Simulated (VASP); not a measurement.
# CdTe (F-43m) in VASP: single point with r2SCAN

Aim: the single point of CdTe with r2SCAN.

Program: VASP 6.6.1. These are calculated values, not measurements. Logs are shortened: lines on timing, memory, paths and dates and some standing lists are left out, and cuts for length are marked.

## 1. The cell of the first run

It takes space group F-43m (No. 216, cubic). Conventional cell: a = 6.558 Å, b = 6.558 Å, c = 6.558 Å, α = 90.00°, β = 90.00°, γ = 90.00°. Cd (site symmetry -43m) has 4 Te at 2.84 Å within 3.7 Å. Within 3.7 Å of Te (site symmetry -43m) lie 4 Cd at 2.84 Å.

## 2. Single point, r2SCAN

POSCAR reads:

```
CdTe
1.0
    0.0000000000      3.2792074490      3.2792074490
    3.2792074490      0.0000000000      3.2792074490
    3.2792074490      3.2792074490      0.0000000000
Cd Te
1 1
Direct
    0.0000000000      0.0000000000      0.0000000000
    0.7500000000      0.7500000000      0.7500000000
```

INCAR.step1 reads:

```
PREC = Accurate
ENCUT = 550
ISMEAR = 0
SIGMA = 0.02
LREAL = False
LASPH = True
NELM = 120
NBANDS = 16
GGA = PE
ALGO = Normal
EDIFF = 1E-5
LWAVE = True
LCHARG = False
GGA_COMPAT = False
```

INCAR.step2 reads:

```
PREC = Accurate
ENCUT = 550
EDIFF = 1E-6
ISMEAR = 0
SIGMA = 0.02
LREAL = False
LASPH = True
NELM = 120
ALGO = Normal
ISIF = 2
LWAVE = False
LCHARG = False
METAGGA = R2SCAN
LMIXTAU = True
NBANDS = 16
ISTART = 1
GGA_COMPAT = False
```

KPOINTS reads:

```
regular mesh
0
Gamma
  6 6 6
```

Potentials or basis: VASP PAW PBE potentials, release 64 (Cd, Te).

Started as:

```console
cat potpaw_PBE.64/Cd/POTCAR potpaw_PBE.64/Te/POTCAR > POTCAR
cp INCAR.step1 INCAR
mpirun -np 1 vasp_std > vasp.out
cp INCAR.step2 INCAR
mpirun -np 1 vasp_std > vasp.out
```

OUTCAR:

```text
PREC = Accurate
   ENCUT = 550
   EDIFF = 1E-6
   ISMEAR = 0
   LREAL = False
   LASPH = True
   NELM = 120
   ISIF = 2
   METAGGA = R2SCAN
   ISTART = 1

 ion  position               nearest neighbor table
   1  0.000  0.000  0.000-   2 2.84   2 2.84   2 2.84   2 2.84
   2  0.750  0.750  0.750-   1 2.84   1 2.84   1 2.84   1 2.84

  LATTYP: Found a face centered cubic cell.
 ALAT       =     6.5584148980

  Lattice vectors:

 A1 = (   0.0000000000,   3.2792074490,   3.2792074490)
 A2 = (   3.2792074490,   0.0000000000,   3.2792074490)
 A3 = (   3.2792074490,   3.2792074490,   0.0000000000)

Analysis of symmetry for initial positions (statically):
=====================================================================
 Subroutine PRICEL returns:
 Original cell was already a primitive cell.

 Routine SETGRP: Setting up the symmetry group for a
 face centered cubic supercell.

 Subroutine GETGRP returns: Found 24 space group operations
 (whereof 24 operations were pure point group operations)
 out of a pool of 48 trial point group operations.

The static configuration has the point symmetry T_d .

Analysis of symmetry for dynamics (positions and initial velocities):
=====================================================================
 Subroutine PRICEL returns:
 Original cell was already a primitive cell.

 Routine SETGRP: Setting up the symmetry group for a
 face centered cubic supercell.

 Subroutine GETGRP returns: Found 24 space group operations
 (whereof 24 operations were pure point group operations)
 out of a pool of 48 trial point group operations.

The dynamic configuration has the point symmetry T_d .

 Subroutine INISYM returns: Found 24 space group operations
 (whereof 24 operations are pure point group operations),
 and found     1 'primitive' translations

----------------------------------------------------------------------------------------

                                     Primitive cell

  volume of cell :      70.5240

  direct lattice vectors                    reciprocal lattice vectors
     0.000000000  3.279207449  3.279207449    -0.152475867  0.152475867  0.152475867
     3.279207449  0.000000000  3.279207449     0.152475867 -0.152475867  0.152475867
     3.279207449  3.279207449  0.000000000     0.152475867  0.152475867 -0.152475867

  length of vectors
     4.637499648  4.637499648  4.637499648     0.264095949  0.264095949  0.264095949

  position of ions in fractional coordinates (direct lattice)
     0.000000000  0.000000000  0.000000000
     0.750000000  0.750000000  0.750000000

  ion indices of the primitive-cell ions
   primitive index   ion index
                 1           1
                 2           2

----------------------------------------------------------------------------------------

 KPOINTS: regular mesh

Automatic generation of k-mesh.
 Grid dimensions read from file:
 generate k-points for:    6    6    6

 Generating k-lattice:

  Cartesian coordinates                     Fractional coordinates (reciprocal lattice)
    -0.025412645  0.025412645  0.025412645     0.166666667  0.000000000  0.000000000
     0.025412645 -0.025412645  0.025412645     0.000000000  0.166666667  0.000000000
     0.025412645  0.025412645 -0.025412645     0.000000000  0.000000000  0.166666667

  Length of vectors
     0.044015992  0.044015992  0.044015992

  Shift w.r.t. Gamma in fractional coordinates (k-lattice)
     0.000000000  0.000000000  0.000000000

 Subroutine IBZKPT returns following result:
 ===========================================

 Found     16 irreducible k-points:

 Following reciprocal coordinates:
            Coordinates               Weight
  0.000000  0.000000  0.000000      1.000000
  0.166667  0.000000  0.000000      8.000000
  0.333333  0.000000  0.000000      8.000000
  0.500000  0.000000  0.000000      4.000000
  0.166667  0.166667  0.000000      6.000000
  0.333333  0.166667  0.000000     24.000000
[... 8 lines left out ...]
 -0.333333  0.333333  0.166667     24.000000
 -0.333333  0.500000  0.166667     12.000000
   k-points           NKPTS =     16   k-points in BZ     NKDIM =     16   number of bands    NBANDS=     16
   number of dos      NEDOS =    301   number of ions     NIONS =      2
   total plane-waves  NPLWV =  46656
   dimension x,y,z NGX =    36 NGY =   36 NGZ =   36
   dimension x,y,z NGXF=    72 NGYF=   72 NGZF=   72
   ions per type =               1   1
   NGX,Y,Z   is equivalent  to a cutoff of  12.91, 12.91, 12.91 a.u.
   NGXF,Y,Z  is equivalent  to a cutoff of  25.81, 25.81, 25.81 a.u.
 SYSTEM =  unknown system
   PREC   = accura    normal or accurate (medium, high low for compatibility)
   ISTART =      1    job   : 0-new  1-cont  2-samecut
   ICHARG =      0    charge: 1-file 2-atom 10-const
   ISPIN  =      1    spin polarized calculation?
   LNONCOLLINEAR =      F non collinear calculations
   LSORBIT =      F    spin-orbit coupling
   LASPH  =      T    aspherical Exc in radial PAW
   ENCUT  =  550.0 eV  40.42 Ry    6.36 a.u.   8.87  8.87  8.87*2*pi/ulx,y,z
   NELM   =    120;   NELMIN=  2; NELMDL=  0     # of ELM steps
   EDIFF  = 0.1E-05   stopping-criterion for ELM
   LREAL  =      F    real-space projection
   EDIFFG = 0.1E-04   stopping-criterion for IOM
   NSW    =      0    number of steps for IOM
   IBRION =     -1    ionic relax: 0-MD 1-quasi-New 2-CG
   NFREE  =      0    steps in history (QN), initial steepest desc. (CG)
   ISIF   =      2    stress and relaxation
   ISYM   =      2    0-nonsym 1-usesym 2-fastsym
   POTIM  = 0.5000    time-step for ionic-motion
   TEBEG  =    0.0;   TEEND  =   0.0 temperature during run
   PSTRESS=    0.0 pullay stress
   NELECT =      18.0000    total number of electrons
   NUPDOWN=      -1.0000    fix difference up-down
   EMIN   =  10.00;   EMAX   =-10.00  energy-range for DOS
   EFERMI =   0.00;   METHOD = LEGACY
   ISMEAR =     0;   SIGMA  =   0.02  broadening in eV -4-tet -1-fermi 0-gaus
   EFERMI_NEDOS =   21; number of points for ismear=-14 and -15
   IALGO  =     38    algorithm
   IMIX   =      4    mixing-type and parameters
     AMIX     =   0.40;   BMIX     =  1.00
     AMIX_MAG =   1.60;   BMIX_MAG =  1.00
  volume/ion in A,a.u.               =      35.26       237.96
  Fermi-wavevector in a.u.,A,eV,Ry     =   1.038453  1.962391 14.672309  1.078384
  Thomas-Fermi vector in A             =   2.172938
   LORBIT       =      0    0 simple, 1 ext, 2 COOP (PROOUT), +10 PAW based schemes
   METAGGA = R2SCAN    functional components
   LHFCALC =     F    Hartree Fock is set to
   AEXX    =    0.0000 exact exchange contribution
   IVDW    =     0    specifies the selected vdW correction
   LEPSILON=     F    determine dielectric tensor
   LRPA    =     F    only Hartree local field effects (RPA)
 non-spin polarized calculation
 Gauss-broadening in eV      SIGMA  =   0.02
  energy-cutoff  :      550.00
  volume of cell :       70.52
 maximum number of plane-waves:      2085
   NGX = 17   NGY = 17   NGZ = 17

 number of electron      18.0000005 magnetization

 Free energy of the ion-electron system (eV)
  ---------------------------------------------------
  ext. energy  EPLUGINS =         0.00000000
  ---------------------------------------------------
  free energy    TOTEN  =       -46.64145542 eV

  energy without entropy =      -46.64145542  energy(sigma->0) =      -46.64145542

 E-fermi :   1.8676     XC(G=0):  -8.9384

 val. band max:        1.7835294643   @ k =   0.0000   0.0000   0.0000
 cond. band min:       2.9387864266   @ k =   0.0000   0.0000   0.0000
 fundamental gap:      1.1552569623
 Fermi energy:         1.8676481164

 k-point     1 :       0.0000    0.0000    0.0000
  band No.  band energies     occupation
      1      -9.5378      2.00000
      2      -6.6654      2.00000
      3      -6.6654      2.00000
      4      -6.6654      2.00000
      5      -6.4085      2.00000
      6      -6.4085      2.00000
[... 8 lines left out ...]
     15      11.5507      0.00000
     16      11.5507      0.00000

 k-point     2 :       0.1667    0.0000    0.0000
  band No.  band energies     occupation
      1      -9.4429      2.00000
      2      -6.6476      2.00000
      3      -6.6476      2.00000
      4      -6.5784      2.00000
      5      -6.4093      2.00000
      6      -6.4093      2.00000
[... 8 lines left out ...]
     15      10.6828      0.00000
     16      10.6828      0.00000

 k-point     3 :       0.3333    0.0000    0.0000
  band No.  band energies     occupation
      1      -9.2543      2.00000
      2      -6.6162      2.00000
      3      -6.6162      2.00000
      4      -6.4056      2.00000
      5      -6.4056      2.00000
      6      -6.2990      2.00000
[... 8 lines left out ...]
     15      11.1124      0.00000
     16      11.1124      0.00000

 k-point     4 :       0.5000    0.0000    0.0000
  band No.  band energies     occupation
      1      -9.1626      2.00000
      2      -6.6036      2.00000
      3      -6.6036      2.00000
      4      -6.4002      2.00000
      5      -6.4002      2.00000
      6      -6.0621      2.00000
[... 8 lines left out ...]
     15      12.5842      0.00000
     16      12.5842      0.00000
[... 172 lines left out ...]
 k-point    14 :       0.5000    0.3333    0.1667
  band No.  band energies     occupation
      1      -9.1358      2.00000
      2      -6.5729      2.00000
      3      -6.5648      2.00000
      4      -6.4453      2.00000
      5      -6.3961      2.00000
      6      -6.0908      2.00000
[... 8 lines left out ...]
     15      12.5671      0.00000
     16      13.6827      0.00000

 k-point    15 :      -0.3333    0.3333    0.1667
  band No.  band energies     occupation
      1      -9.0784      2.00000
      2      -6.5636      2.00000
      3      -6.5515      2.00000
      4      -6.4306      2.00000
      5      -6.4047      2.00000
      6      -5.9142      2.00000
[... 8 lines left out ...]
     15      12.7740      0.00000
     16      13.4423      0.00000

 k-point    16 :      -0.3333    0.5000    0.1667
  band No.  band energies     occupation
      1      -9.0503      2.00000
      2      -6.5378      2.00000
      3      -6.5355      2.00000
      4      -6.4532      2.00000
      5      -6.3956      2.00000
      6      -5.8672      2.00000
[... 8 lines left out ...]
     15      13.2731      0.00000
     16      13.6753      0.00000

------------------------ aborting loop because EDIFF is reached ----------------------------------------

  FORCE on cell =-STRESS in cart. coord.  units (eV):
  Direction    XX          YY          ZZ          XY          YZ          ZX
  --------------------------------------------------------------------------------------
  -------------------------------------------------------------------------------------
  Total        0.0355790      0.0355790      0.0355790      0.0000000     -0.0000000      0.0000000
  in kB        0.8082916      0.8082916      0.8082916      0.0000000     -0.0000000      0.0000000
  external PRESSURE =       0.8082916 kB  Pullay stress =       0.0000000 kB

 VOLUME and BASIS-vectors are now :
 -----------------------------------------------------------------------------
  energy-cutoff  :      550.00
  volume of cell :       70.52
      direct lattice vectors                 reciprocal lattice vectors
     0.000000000  3.279207449  3.279207449    -0.152475867  0.152475867  0.152475867
     3.279207449  0.000000000  3.279207449     0.152475867 -0.152475867  0.152475867
     3.279207449  3.279207449  0.000000000     0.152475867  0.152475867 -0.152475867

 POSITION                                       TOTAL-FORCE (eV/Angst)
 -----------------------------------------------------------------------------------
      0.00000      0.00000      0.00000        -0.000000     -0.000000     -0.000000
      4.91881      4.91881      4.91881         0.000000      0.000000      0.000000
 -----------------------------------------------------------------------------------
    total drift:                               -0.000000     -0.000000      0.000000

  FREE ENERGIE OF THE ION-ELECTRON SYSTEM (eV)
  ---------------------------------------------------
  free  energy   TOTEN  =       -46.6414554193 eV

  energy  without entropy=      -46.6414554192  energy(sigma->0) =      -46.64145542
```

It took 2.3 min on 1 thread of Intel Xeon 8259CL, shared host; peak memory 0.23 GiB.

Results:

```yaml
Free_energy: -46.6415 eV
Pressure: 0.1 GPa
Band_gap_on_the_k_mesh: 1.16 eV
```

Levels at points of the mesh, in eV from the valence-band top:
```tsv
k point	band 7	band 8	band 9	band 10	band 11	band 12
(0.00, 0.00, 0.00)	0.00	0.00	0.00	1.16	5.05	5.05
(0.50, 0.00, 0.00)	-4.29	-0.74	-0.74	2.19	5.60	5.60
(0.50, 0.50, 0.00)	-4.18	-1.79	-1.79	2.95	2.99	9.25
```

Caveat: the PAW data sets were made with another functional, which shifts forces and pressure a little; spin-orbit coupling is left out, which moves the levels of the heavy elements.
